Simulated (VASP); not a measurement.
# Al (P6_3/mmc) in VASP: a series of runs

The runs below take Al through single point, with BLYP.

Everything below comes from runs of VASP 6.6.1. Logs are shortened: lines on timing, memory, paths and dates and some standing lists are left out, and cuts for length are marked.

## (1) The cell of the first run

The structure is hexagonal, space group P6_3/mmc (No. 194). Conventional cell: a = 2.809 Å, b = 2.809 Å, c = 4.751 Å, α = 90.00°, β = 90.00°, γ = 120.00°. Within 3.7 Å of Al (site symmetry -6m2) lie 12 Al at 2.81 to 2.88 Å.

## (2) Single point, BLYP (volume scaled by 0.92)

INCAR reads:

```
SYSTEM = Al
AGGAC = 1.0
AGGAX = 1.0
ALDAC = 0.0
ALDAX = 1.0
ALGO = Normal
EDIFF = 1E-6
ENCUT = 520
GGA = B5
ISIF = 2
ISMEAR = -1
LASPH = .TRUE.
LCHARG = .TRUE.
LELF = .TRUE.
LREAL = .FALSE.
LVHAR = .TRUE.
LWAVE = .FALSE.
NBANDS = 10
NELM = 60
PREC = Accurate
SIGMA = 0.1
```

KPOINTS reads:

```
k-points
0
G
  14 14 7
  0 0 0
```

POSCAR reads:

```
Al
1.0
    2.8086004350      0.0000000000      0.0000000000
   -1.4043002175      2.4323193258      0.0000000000
    0.0000000000      0.0000000000      4.7505349814
Al
2
Direct
    0.3333333333      0.6666666667      0.2500000000
    0.6666666667      0.3333333333      0.7500000000
```

Potentials or basis: VASP PAW PBE potentials, release 64 (Al).

Launch:

```sh
$ cat potpaw_PBE.64/Al/POTCAR > POTCAR
$ mpirun -np 1 vasp_std > vasp.out
```

OUTCAR:

```text
SYSTEM = Al
   EDIFF = 1E-6
   ENCUT = 520
   GGA = B5
   ISIF = 2
   ISMEAR = -1
   LASPH = .TRUE.
   LREAL = .FALSE.
   NELM = 60
   PREC = Accurate

 ion  position               nearest neighbor table
   1  0.333  0.667  0.250-   2 2.88   2 2.88   2 2.88   2 2.88   2 2.88   2 2.88
   2  0.667  0.333  0.750-   1 2.88   1 2.88   1 2.88   1 2.88   1 2.88   1 2.88

  LATTYP: Found a hexagonal cell.
 ALAT       =     2.8086004350
 C/A-ratio  =     1.6914242846

  Lattice vectors:

 A1 = (   2.8086004350,   0.0000000000,   0.0000000000)
 A2 = (  -1.4043002175,   2.4323193258,   0.0000000000)
 A3 = (   0.0000000000,   0.0000000000,   4.7505349814)

Analysis of symmetry for initial positions (statically):
=====================================================================
 Subroutine PRICEL returns:
 Original cell was already a primitive cell.

 Routine SETGRP: Setting up the symmetry group for a
 hexagonal supercell.

 Subroutine GETGRP returns: Found 24 space group operations
 (whereof 12 operations were pure point group operations)
 out of a pool of 24 trial point group operations.

The static configuration has the point symmetry D_3d.
 The point group associated with its full space group is D_6h.

Analysis of symmetry for dynamics (positions and initial velocities):
=====================================================================
 Subroutine PRICEL returns:
 Original cell was already a primitive cell.

 Routine SETGRP: Setting up the symmetry group for a
 hexagonal supercell.

 Subroutine GETGRP returns: Found 24 space group operations
 (whereof 12 operations were pure point group operations)
 out of a pool of 24 trial point group operations.

The dynamic configuration has the point symmetry D_3d.
 The point group associated with its full space group is D_6h.

 Subroutine INISYM returns: Found 24 space group operations
 (whereof 12 operations are pure point group operations),
 and found     1 'primitive' translations

----------------------------------------------------------------------------------------

                                     Primitive cell

  volume of cell :      32.4529

  direct lattice vectors                    reciprocal lattice vectors
     2.808600435  0.000000000  0.000000000     0.356049222  0.205565114  0.000000000
    -1.404300217  2.432319326  0.000000000     0.000000000  0.411130228  0.000000000
     0.000000000  0.000000000  4.750534981     0.000000000  0.000000000  0.210502607

  length of vectors
     2.808600435  2.808600435  4.750534981     0.411130228  0.411130228  0.210502607

  position of ions in fractional coordinates (direct lattice)
     0.333333333  0.666666667  0.250000000
     0.666666667  0.333333333  0.750000000

  ion indices of the primitive-cell ions
   primitive index   ion index
                 1           1
                 2           2

----------------------------------------------------------------------------------------

 KPOINTS: k-points

Automatic generation of k-mesh.
 Grid dimensions read from file:
 generate k-points for:   14   14    7

 Generating k-lattice:

  Cartesian coordinates                     Fractional coordinates (reciprocal lattice)
     0.025432087  0.014683222  0.000000000     0.071428571 -0.000000000  0.000000000
     0.000000000  0.029366445  0.000000000     0.000000000  0.071428571  0.000000000
     0.000000000  0.000000000  0.030071801     0.000000000  0.000000000  0.142857143

  Length of vectors
     0.029366445  0.029366445  0.030071801

  Shift w.r.t. Gamma in fractional coordinates (k-lattice)
     0.000000000  0.000000000  0.000000000

 Subroutine IBZKPT returns following result:
 ===========================================

 Found     96 irreducible k-points:

 Following reciprocal coordinates:
            Coordinates               Weight
  0.000000  0.000000  0.000000      1.000000
  0.071429  0.000000  0.000000      6.000000
  0.142857  0.000000  0.000000      6.000000
  0.214286  0.000000  0.000000      6.000000
  0.285714  0.000000  0.000000      6.000000
  0.357143  0.000000  0.000000      6.000000
[... 16 lines left out ...]
  0.285714  0.285714  0.000000      6.000000
  0.357143  0.285714  0.000000      6.000000
 [... further k-points ...]
   k-points           NKPTS =     96   k-points in BZ     NKDIM =     96   number of bands    NBANDS=     10
   number of dos      NEDOS =    301   number of ions     NIONS =      2
   total plane-waves  NPLWV =  20736
   dimension x,y,z NGX =    24 NGY =   24 NGZ =   36
   dimension x,y,z NGXF=    48 NGYF=   48 NGZF=   72
   ions per type =               2
   NGX,Y,Z   is equivalent  to a cutoff of  14.21, 14.21, 12.60 a.u.
   NGXF,Y,Z  is equivalent  to a cutoff of  28.41, 28.41, 25.20 a.u.
 SYSTEM =  Al
   PREC   = accura    normal or accurate (medium, high low for compatibility)
   ISTART =      0    job   : 0-new  1-cont  2-samecut
   ICHARG =      2    charge: 1-file 2-atom 10-const
   ISPIN  =      1    spin polarized calculation?
   LNONCOLLINEAR =      F non collinear calculations
   LSORBIT =      F    spin-orbit coupling
   LASPH  =      T    aspherical Exc in radial PAW
   ENCUT  =  520.0 eV  38.22 Ry    6.18 a.u.   5.22  5.22  8.83*2*pi/ulx,y,z
   NELM   =     60;   NELMIN=  2; NELMDL= -5     # of ELM steps
   EDIFF  = 0.1E-05   stopping-criterion for ELM
   LREAL  =      F    real-space projection
   EDIFFG = 0.1E-04   stopping-criterion for IOM
   NSW    =      0    number of steps for IOM
   IBRION =     -1    ionic relax: 0-MD 1-quasi-New 2-CG
   NFREE  =      0    steps in history (QN), initial steepest desc. (CG)
   ISIF   =      2    stress and relaxation
   ISYM   =      2    0-nonsym 1-usesym 2-fastsym
   POTIM  = 0.5000    time-step for ionic-motion
   TEBEG  =    0.0;   TEEND  =   0.0 temperature during run
   PSTRESS=    0.0 pullay stress
   NELECT =       6.0000    total number of electrons
   NUPDOWN=      -1.0000    fix difference up-down
   EMIN   =  10.00;   EMAX   =-10.00  energy-range for DOS
   EFERMI =   0.00;   METHOD = LEGACY
   ISMEAR =    -1;   SIGMA  =   0.10  broadening in eV -4-tet -1-fermi 0-gaus
   EFERMI_NEDOS =   21; number of points for ismear=-14 and -15
   IALGO  =     38    algorithm
   IMIX   =      4    mixing-type and parameters
     AMIX     =   0.40;   BMIX     =  1.00
     AMIX_MAG =   1.60;   BMIX_MAG =  1.00
  volume/ion in A,a.u.               =      16.23       109.50
  Fermi-wavevector in a.u.,A,eV,Ry     =   0.932626  1.762408 11.834231  0.869791
  Thomas-Fermi vector in A             =   2.059243
   LORBIT       =      0    0 simple, 1 ext, 2 COOP (PROOUT), +10 PAW based schemes
   GGA     = B5    functional components
   LHFCALC =     F    Hartree Fock is set to
   AEXX    =    0.0000 exact exchange contribution
   IVDW    =     0    specifies the selected vdW correction
   LEPSILON=     F    determine dielectric tensor
   LRPA    =     F    only Hartree local field effects (RPA)
 non-spin polarized calculation
  energy-cutoff  :      520.00
  volume of cell :       32.45
 maximum number of plane-waves:       890
 NGX is ok and might be reduce to    24
   NGX = 11   NGY = 11   NGZ = 17

 number of electron       6.0000000 magnetization

 Free energy of the ion-electron system (eV)
  ---------------------------------------------------
  ext. energy  EPLUGINS =         0.00000000
  ---------------------------------------------------
  free energy    TOTEN  =        -5.31285478 eV

  energy without entropy =       -5.28847625  energy(sigma->0) =       -5.30066552

 E-fermi :   8.6497     XC(G=0):  -9.7339

 val. band max:        8.6195962410   @ k =   0.2143   0.2143   0.1429
 cond. band min:       8.6709353227   @ k =   0.1429   0.0714   0.2857
 fundamental gap:      0.0513390817
 Fermi energy:         8.6497070244

 k-point     1 :       0.0000    0.0000    0.0000
  band No.  band energies     occupation
      1      -2.5831      2.00000
      2       3.7367      2.00000
      3       3.9066      2.00000
      4      19.8032      0.00000
      5      19.8032      0.00000
      6      20.1696      0.00000
      7      20.1696      0.00000
      8      20.3041      0.00000
      9      21.8779      0.00000
     10      23.2334      0.00000

 k-point     2 :       0.0714    0.0000    0.0000
  band No.  band energies     occupation
      1      -2.4557      2.00000
      2       3.8617      2.00000
      3       4.0248      2.00000
      4      17.5749      0.00000
      5      18.5634      0.00000
      6      19.6518      0.00000
      7      21.1946      0.00000
      8      21.6199      0.00000
      9      21.8822      0.00000
     10      22.9888      0.00000

 k-point     3 :       0.1429    0.0000    0.0000
  band No.  band energies     occupation
      1      -2.0742      2.00000
      2       4.2343      2.00000
      3       4.3797      2.00000
      4      14.8524      0.00000
      5      17.3761      0.00000
      6      18.6350      0.00000
      7      20.2546      0.00000
      8      20.6883      0.00000
      9      22.2117      0.00000
     10      22.4097      0.00000

 k-point     4 :       0.2143    0.0000    0.0000
  band No.  band energies     occupation
      1      -1.4407      2.00000
      2       4.8472      2.00000
      3       4.9709      2.00000
      4      12.2288      0.00000
      5      16.4044      0.00000
      6      17.2264      0.00000
      7      18.2063      0.00000
      8      18.5813      0.00000
      9      21.5554      0.00000
     10      22.2984      0.00000

 k-point     5 :       0.2857    0.0000    0.0000
  band No.  band energies     occupation
      1      -0.5589      2.00000
      2       5.6781      2.00000
      3       5.7977      2.00000
      4       9.7989      0.00002
      5      15.3369      0.00000
      6      15.6500      0.00000
      7      15.7935      0.00000
      8      17.5051      0.00000
      9      20.8911      0.00000
     10      21.6034      0.00000

 k-point     6 :       0.3571    0.0000    0.0000
  band No.  band energies     occupation
      1       0.5661      2.00000
      2       6.5171      2.00000
      3       6.8569      2.00000
      4       7.7891      1.99963
      5      13.3620      0.00000
      6      13.5756      0.00000
      7      15.1121      0.00000
      8      16.8348      0.00000
      9      20.4173      0.00000
     10      21.0063      0.00000
[... 183 lines left out ...]
 k-point    21 :       0.2857    0.2143    0.0000
  band No.  band energies     occupation
      1       2.0511      2.00000
      2       6.9365      2.00000
      3       8.1964      1.97873
      4       8.2601      1.96018
      5       9.2336      0.00580
      6      13.1863      0.00000
      7      13.4429      0.00000
      8      15.2084      0.00000
      9      15.3479      0.00000
     10      23.3529      0.00000

 k-point    22 :       0.3571    0.2143    0.0000
  band No.  band energies     occupation
      1       3.5141      2.00000
      2       5.2009      2.00000
      3       8.3757      1.87868
      4       9.5964      0.00015
      5       9.8682      0.00001
      6      11.4687      0.00000
      7      11.8561      0.00000
      8      14.9460      0.00000
      9      15.0161      0.00000
     10      23.2243      0.00000

 k-point    23 :       0.2857    0.2857    0.0000
  band No.  band energies     occupation
      1       3.3951      2.00000
      2       6.5884      2.00000
      3       6.8577      2.00000
      4       9.5165      0.00034
      5       9.7779      0.00003
      6      12.4072      0.00000
      7      12.8308      0.00000
      8      13.6582      0.00000
      9      13.8074      0.00000
     10      25.5636      0.00000

 k-point    24 :       0.3571    0.2857    0.0000
  band No.  band energies     occupation
      1       4.8739      2.00000
      2       5.0484      2.00000
      3       6.6300      2.00000
      4      10.6537      0.00000
      5      10.6586      0.00000
      6      11.3517      0.00000
      7      11.9826      0.00000
      8      13.2626      0.00000
      9      13.3650      0.00000
     10      25.8262      0.00000

 [... further k-points ...]
[... 5 lines left out ...]
  --------------------------------------------------------------------------------------
  -------------------------------------------------------------------------------------
  Total        1.1248932      1.1248932      1.2317270     -0.0000000      0.0000000      0.0000000
  in kB       55.5352580     55.5352580     60.8095755     -0.0000000      0.0000000      0.0000000
  external PRESSURE =      57.2933639 kB  Pullay stress =       0.0000000 kB

 VOLUME and BASIS-vectors are now :
 -----------------------------------------------------------------------------
  energy-cutoff  :      520.00
  volume of cell :       32.45
      direct lattice vectors                 reciprocal lattice vectors
     2.808600435  0.000000000  0.000000000     0.356049222  0.205565114  0.000000000
    -1.404300217  2.432319326  0.000000000     0.000000000  0.411130228  0.000000000
     0.000000000  0.000000000  4.750534981     0.000000000  0.000000000  0.210502607

 POSITION                                       TOTAL-FORCE (eV/Angst)
 -----------------------------------------------------------------------------------
     -0.00000      1.62155      1.18763         0.000000     -0.000000      0.000000
      1.40430      0.81077      3.56290        -0.000000      0.000000      0.000000
 -----------------------------------------------------------------------------------
    total drift:                                0.000000     -0.000000     -0.000000

  FREE ENERGIE OF THE ION-ELECTRON SYSTEM (eV)
  ---------------------------------------------------
  free  energy   TOTEN  =        -5.3128547815 eV

  energy  without entropy=       -5.2884762540  energy(sigma->0) =       -5.30066552
```

Wall time 10 s (1 thread of Intel Xeon 6975P-C (Granite Rapids), shared host); peak memory 0.15 GiB.

Results:

```
Free energy            : -5.3129 eV
Pressure               : 5.7 GPa
Band gap on the k mesh : zero (band 3 reaches 11.45 eV, above the bottom of band 4 at 5.77 eV)
```

Stress tensor (GPa, compression positive):
```
5.55 0.00 0.00
0.00 5.55 0.00
0.00 0.00 6.08
```

Caveat: the PAW data sets were made with another functional, which shifts forces and pressure a little.

## (3) Single point, BLYP (volume scaled by 0.96)

INCAR reads:

```
SYSTEM = Al
PREC = Accurate
ENCUT = 520
EDIFF = 1E-6
ISMEAR = -1
SIGMA = 0.1
LREAL = .FALSE.
LASPH = .TRUE.
NELM = 80
ALGO = Normal
ISIF = 2
LWAVE = .FALSE.
LCHARG = .FALSE.
GGA = B5
ALDAX = 1.0
AGGAX = 1.0
AGGAC = 1.0
ALDAC = 0.0
NBANDS = 10
```

KPOINTS reads:

```
Automatic mesh
0
G
  14 14 7
  0 0 0
```

POSCAR reads:

```
Al
1.0
    2.8487287199      0.0000000000      0.0000000000
   -1.4243643600      2.4670714399      0.0000000000
    0.0000000000      0.0000000000      4.8184089370
Al
2
Direct
    0.3333333333      0.6666666667      0.2500000000
    0.6666666667      0.3333333333      0.7500000000
```

Potentials or basis: VASP PAW PBE potentials, release 64 (Al).

Launch:

```sh
$ cat potpaw_PBE.64/Al/POTCAR > POTCAR
$ mpirun -np 1 vasp_std > vasp.out
```

It took 10 s on 1 thread of Intel Xeon 6975P-C (Granite Rapids), shared host; peak memory 0.15 GiB.

Results (log left out):

| Property | Result |
| --- | --- |
| Free energy | -5.3490 eV |
| Pressure | 2.6 GPa |
| Band gap on the k mesh | zero (band 3 reaches 10.95 eV, above the bottom of band 4 at 5.40 eV) |

Stress tensor (GPa, compression positive):
```
2.29 0.00 0.00
0.00 2.29 0.00
0.00 0.00 3.25
```

Levels at points of the mesh, in eV from the Fermi level:
| k point | band 1 | band 2 | band 3 | band 4 | band 5 | band 6 | band 7 |
| --- | --- | --- | --- | --- | --- | --- | --- |
| (0.00, 0.00, 0.00) | -10.93 | -4.85 | -4.56 | 10.78 | 10.78 | 11.27 | 11.27 |
| (0.50, 0.00, 0.00) | -5.12 | -4.86 | 0.63 | 0.71 | 1.34 | 1.65 | 5.82 |

Caveat: the PAW data sets were made with another functional, which shifts forces and pressure a little.

(Part 1 of 2 ends here.)
